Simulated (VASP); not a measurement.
# MgO (P-6m2) in VASP: further runs

MgO is run at these levels: LDA; tasks: single point.

Program: VASP 6.6.1. These are calculated values, not measurements. Logs are shortened: lines on timing, memory, paths and dates and some standing lists are left out, and cuts for length are marked.

### 1 The cell of the first run

It takes space group P-6m2 (No. 187, hexagonal). The conventional cell has a = 2.982 Å, b = 2.982 Å, c = 2.720 Å, α = 90.00°, β = 90.00°, γ = 120.00°. Within 2.9 Å of Mg (site symmetry -6m2) lie 6 O at 2.19 Å and 2 Mg at 2.72 Å. Within 2.9 Å of O (site symmetry -6m2) lie 6 Mg at 2.19 Å and 2 O at 2.72 Å.

### 2 Single point, LDA (strain +0.015 along x and y, +0.015 along z)

The input, INCAR:

```
SYSTEM = MgO
  PREC = Accurate
  ENCUT = 520
  EDIFF = 1E-6
  ISMEAR = 0
  SIGMA = 0.05
  LREAL = .FALSE.
  LASPH = .TRUE.
  NELM = 80
  ALGO = Normal
  ISIF = 2
  LWAVE = .FALSE.
  LCHARG = .FALSE.
  GGA = CA
  NBANDS = 11
```

The input, KPOINTS:

```
regular mesh
0
G
  9 9 8
  0 0 0
```

The input, POSCAR:

```
MgO
1.0
    2.9820912170      0.0000000000      0.0000000000
   -1.4910456085      2.5825667503      0.0000000000
    0.0000000000      0.0000000000      2.7198752000
Mg O
1 1
Direct
    0.0000000000      0.0000000000      0.0000000000
    0.3333333333      0.6666666667      0.5000000000
```

Potentials or basis: VASP PAW LDA potentials, release 64 (Mg, O).

Launch:

```
$ cat potpaw_LDA.64/Mg/POTCAR potpaw_LDA.64/O/POTCAR > POTCAR
$ mpirun -np 1 vasp_std > vasp.out
```

OUTCAR:

```text
SYSTEM = MgO
   PREC = Accurate
   ENCUT = 520
   EDIFF = 1E-6
   ISMEAR = 0
   LREAL = .FALSE.
   LASPH = .TRUE.
   NELM = 80
   ISIF = 2
   GGA = CA

 ion  position               nearest neighbor table
   1  0.000  0.000  0.000-   2 2.19   2 2.19   2 2.19   2 2.19   2 2.19   2 2.19
   2  0.333  0.667  0.500-   1 2.19   1 2.19   1 2.19   1 2.19   1 2.19   1 2.19

  LATTYP: Found a hexagonal cell.
 ALAT       =     2.9820912170
 C/A-ratio  =     0.9120697531

  Lattice vectors:

 A1 = (   2.9820912170,   0.0000000000,   0.0000000000)
 A2 = (  -1.4910456085,   2.5825667503,   0.0000000000)
 A3 = (   0.0000000000,   0.0000000000,   2.7198752000)

Analysis of symmetry for initial positions (statically):
=====================================================================
 Subroutine PRICEL returns:
 Original cell was already a primitive cell.

 Routine SETGRP: Setting up the symmetry group for a
 hexagonal supercell.

 Subroutine GETGRP returns: Found 12 space group operations
 (whereof 12 operations were pure point group operations)
 out of a pool of 24 trial point group operations.

The static configuration has the point symmetry D_3h.

Analysis of symmetry for dynamics (positions and initial velocities):
=====================================================================
 Subroutine PRICEL returns:
 Original cell was already a primitive cell.

 Routine SETGRP: Setting up the symmetry group for a
 hexagonal supercell.

 Subroutine GETGRP returns: Found 12 space group operations
 (whereof 12 operations were pure point group operations)
 out of a pool of 24 trial point group operations.

The dynamic configuration has the point symmetry D_3h.

 Subroutine INISYM returns: Found 12 space group operations
 (whereof 12 operations are pure point group operations),
 and found     1 'primitive' translations

----------------------------------------------------------------------------------------

                                     Primitive cell

  volume of cell :      20.9470

  direct lattice vectors                    reciprocal lattice vectors
     2.982091217  0.000000000  0.000000000     0.335335148  0.193605838  0.000000000
    -1.491045608  2.582566750  0.000000000     0.000000000  0.387211676  0.000000000
     0.000000000  0.000000000  2.719875200     0.000000000  0.000000000  0.367663928

  length of vectors
     2.982091217  2.982091217  2.719875200     0.387211676  0.387211676  0.367663928

  position of ions in fractional coordinates (direct lattice)
     0.000000000  0.000000000  0.000000000
     0.333333333  0.666666667  0.500000000

  ion indices of the primitive-cell ions
   primitive index   ion index
                 1           1
                 2           2

----------------------------------------------------------------------------------------

 KPOINTS: regular mesh

Automatic generation of k-mesh.
 Grid dimensions read from file:
 generate k-points for:    9    9    8

 Generating k-lattice:

  Cartesian coordinates                     Fractional coordinates (reciprocal lattice)
     0.037259461  0.021511760  0.000000000     0.111111111  0.000000000  0.000000000
     0.000000000  0.043023520  0.000000000     0.000000000  0.111111111  0.000000000
     0.000000000  0.000000000  0.045957991     0.000000000  0.000000000  0.125000000

  Length of vectors
     0.043023520  0.043023520  0.045957991

  Shift w.r.t. Gamma in fractional coordinates (k-lattice)
     0.000000000  0.000000000  0.000000000

 Subroutine IBZKPT returns following result:
 ===========================================

 Found     60 irreducible k-points:

 Following reciprocal coordinates:
            Coordinates               Weight
  0.000000  0.000000  0.000000      1.000000
  0.111111 -0.000000  0.000000      6.000000
  0.222222  0.000000  0.000000      6.000000
  0.333333  0.000000  0.000000      6.000000
  0.444444  0.000000  0.000000      6.000000
  0.111111  0.111111  0.000000      6.000000
[... 16 lines left out ...]
  0.333333  0.222222  0.125000     24.000000
  0.333333  0.333333  0.125000      4.000000
 [... further k-points ...]
   k-points           NKPTS =     60   k-points in BZ     NKDIM =     60   number of bands    NBANDS=     11
   number of dos      NEDOS =    301   number of ions     NIONS =      2
   total plane-waves  NPLWV =  11520
   dimension x,y,z NGX =    24 NGY =   24 NGZ =   20
   dimension x,y,z NGXF=    48 NGYF=   48 NGZF=   40
   ions per type =               1   1
   NGX,Y,Z   is equivalent  to a cutoff of  13.38, 13.38, 12.22 a.u.
   NGXF,Y,Z  is equivalent  to a cutoff of  26.76, 26.76, 24.45 a.u.
 SYSTEM =  MgO
   PREC   = accura    normal or accurate (medium, high low for compatibility)
   ISTART =      0    job   : 0-new  1-cont  2-samecut
   ICHARG =      2    charge: 1-file 2-atom 10-const
   ISPIN  =      1    spin polarized calculation?
   LNONCOLLINEAR =      F non collinear calculations
   LSORBIT =      F    spin-orbit coupling
   LASPH  =      T    aspherical Exc in radial PAW
   ENCUT  =  520.0 eV  38.22 Ry    6.18 a.u.   5.54  5.54  5.06*2*pi/ulx,y,z
   NELM   =     80;   NELMIN=  2; NELMDL= -5     # of ELM steps
   EDIFF  = 0.1E-05   stopping-criterion for ELM
   LREAL  =      F    real-space projection
   EDIFFG = 0.1E-04   stopping-criterion for IOM
   NSW    =      0    number of steps for IOM
   IBRION =     -1    ionic relax: 0-MD 1-quasi-New 2-CG
   NFREE  =      0    steps in history (QN), initial steepest desc. (CG)
   ISIF   =      2    stress and relaxation
   ISYM   =      2    0-nonsym 1-usesym 2-fastsym
   POTIM  = 0.5000    time-step for ionic-motion
   TEBEG  =    0.0;   TEEND  =   0.0 temperature during run
   PSTRESS=    0.0 pullay stress
   NELECT =       8.0000    total number of electrons
   NUPDOWN=      -1.0000    fix difference up-down
   EMIN   =  10.00;   EMAX   =-10.00  energy-range for DOS
   EFERMI =   0.00;   METHOD = LEGACY
   ISMEAR =     0;   SIGMA  =   0.05  broadening in eV -4-tet -1-fermi 0-gaus
   EFERMI_NEDOS =   21; number of points for ismear=-14 and -15
   IALGO  =     38    algorithm
   IMIX   =      4    mixing-type and parameters
     AMIX     =   0.40;   BMIX     =  1.00
     AMIX_MAG =   1.60;   BMIX_MAG =  1.00
  volume/ion in A,a.u.               =      10.47        70.68
  Fermi-wavevector in a.u.,A,eV,Ry     =   1.187766  2.244553 19.194947  1.410789
  Thomas-Fermi vector in A             =   2.323911
   LORBIT       =      0    0 simple, 1 ext, 2 COOP (PROOUT), +10 PAW based schemes
   GGA     = CA    functional components
   LHFCALC =     F    Hartree Fock is set to
   AEXX    =    0.0000 exact exchange contribution
   IVDW    =     0    specifies the selected vdW correction
   LEPSILON=     F    determine dielectric tensor
   LRPA    =     F    only Hartree local field effects (RPA)
 non-spin polarized calculation
 Gauss-broadening in eV      SIGMA  =   0.05
  energy-cutoff  :      520.00
  volume of cell :       20.95
 maximum number of plane-waves:       586
 NGX is ok and might be reduce to    24
   NGX = 11   NGY = 11   NGZ = 11

 number of electron       8.0000001 magnetization

 Free energy of the ion-electron system (eV)
  ---------------------------------------------------
  ext. energy  EPLUGINS =         0.00000000
  ---------------------------------------------------
  free energy    TOTEN  =       -12.59989106 eV

  energy without entropy =      -12.59989106  energy(sigma->0) =      -12.59989106

 E-fermi :   2.9487     XC(G=0): -11.0247

 val. band max:        2.6558169654   @ k =   0.3333   0.3333   0.0000
 cond. band min:       5.2780243476   @ k =   0.0000   0.0000   0.0000
 fundamental gap:      2.6222073821
 Fermi energy:         2.9486658605

 k-point     1 :       0.0000    0.0000    0.0000
  band No.  band energies     occupation
      1     -14.2760      2.00000
      2       2.0835      2.00000
      3       2.0835      2.00000
      4       2.2575      2.00000
      5       5.2780      0.00000
      6      14.1418      0.00000
      7      17.5833      0.00000
      8      17.5833      0.00000
      9      21.8042      0.00000
     10      22.5307      0.00000
     11      24.1612      0.00000

 k-point     2 :       0.1111   -0.0000    0.0000
  band No.  band energies     occupation
      1     -14.1728      2.00000
      2       1.2915      2.00000
      3       1.9945      2.00000
      4       2.2963      2.00000
      5       6.0348      0.00000
      6      14.0975      0.00000
      7      16.5570      0.00000
      8      17.8669      0.00000
      9      22.3507      0.00000
     10      22.8366      0.00000
     11      24.3849      0.00000

 k-point     3 :       0.2222    0.0000    0.0000
  band No.  band energies     occupation
      1     -13.8981      2.00000
      2      -0.0870      2.00000
      3       1.7790      2.00000
      4       2.3971      2.00000
      5       7.3228      0.00000
      6      13.3765      0.00000
      7      15.9886      0.00000
      8      18.5316      0.00000
      9      21.8634      0.00000
     10      22.6351      0.00000
     11      25.1924      0.00000

 k-point     4 :       0.3333    0.0000    0.0000
  band No.  band energies     occupation
      1     -13.5576      2.00000
      2      -1.2933      2.00000
      3       1.5494      2.00000
      4       2.5162      2.00000
      5       8.3732      0.00000
      6      12.5755      0.00000
      7      15.8306      0.00000
      8      19.1623      0.00000
      9      21.2618      0.00000
     10      22.8130      0.00000
     11      26.8712      0.00000
[... 239 lines left out ...]
 k-point    22 :       0.2222    0.2222    0.1250
  band No.  band energies     occupation
      1     -13.3015      2.00000
      2      -1.1440      2.00000
      3       0.7367      2.00000
      4       1.9013      2.00000
      5       9.5728      0.00000
      6      12.6686      0.00000
      7      15.8588      0.00000
      8      17.9619      0.00000
      9      20.8323      0.00000
     10      22.2901      0.00000
     11      26.1310      0.00000

 k-point    23 :       0.3333    0.2222    0.1250
  band No.  band energies     occupation
      1     -13.1213      2.00000
      2      -1.3567      2.00000
      3       0.1707      2.00000
      4       2.0100      2.00000
      5      10.1802      0.00000
      6      12.7498      0.00000
      7      15.0515      0.00000
      8      18.6990      0.00000
      9      19.9617      0.00000
     10      23.1483      0.00000
     11      26.0331      0.00000

 k-point    24 :       0.3333    0.3333    0.1250
  band No.  band energies     occupation
      1     -13.0594      2.00000
      2      -0.7989      2.00000
      3      -0.7407      2.00000
      4       2.0482      2.00000
      5      10.5409      0.00000
      6      13.2487      0.00000
      7      14.2915      0.00000
      8      19.0580      0.00000
      9      19.7634      0.00000
     10      23.3419      0.00000
     11      25.7057      0.00000

 [... further k-points ...]
[... 5 lines left out ...]
  --------------------------------------------------------------------------------------
  -------------------------------------------------------------------------------------
  Total       -1.9353438     -1.9353438     -2.2992772      0.0000000     -0.0000000      0.0000000
  in kB     -148.0291546   -148.0291546   -175.8654200      0.0000000     -0.0000000      0.0000000
  external PRESSURE =    -157.3079098 kB  Pullay stress =       0.0000000 kB

 VOLUME and BASIS-vectors are now :
 -----------------------------------------------------------------------------
  energy-cutoff  :      520.00
  volume of cell :       20.95
      direct lattice vectors                 reciprocal lattice vectors
     2.982091217  0.000000000  0.000000000     0.335335148  0.193605838  0.000000000
    -1.491045608  2.582566750  0.000000000     0.000000000  0.387211676  0.000000000
     0.000000000  0.000000000  2.719875200     0.000000000  0.000000000  0.367663928

 POSITION                                       TOTAL-FORCE (eV/Angst)
 -----------------------------------------------------------------------------------
      0.00000      0.00000      0.00000        -0.000000      0.000000      0.000000
     -0.00000      1.72171      1.35994         0.000000     -0.000000      0.000000
 -----------------------------------------------------------------------------------
    total drift:                                0.000000     -0.000000     -0.000000

  FREE ENERGIE OF THE ION-ELECTRON SYSTEM (eV)
  ---------------------------------------------------
  free  energy   TOTEN  =       -12.5998910585 eV

  energy  without entropy=      -12.5998910585  energy(sigma->0) =      -12.59989106
```

It took 33 s on 1 thread of AMD EPYC 7R13, shared host; peak memory 0.1 GiB.

Results:

```
Free energy            : -12.5999 eV
Pressure               : -15.7 GPa
Band gap on the k mesh : 2.62 eV, indirect (least direct gap 3.02 eV)
```

Caveat: the cell differs from its parent crystal (strain +0.015 along x and y, +0.015 along z).

(Part 1 of 2 ends here.)
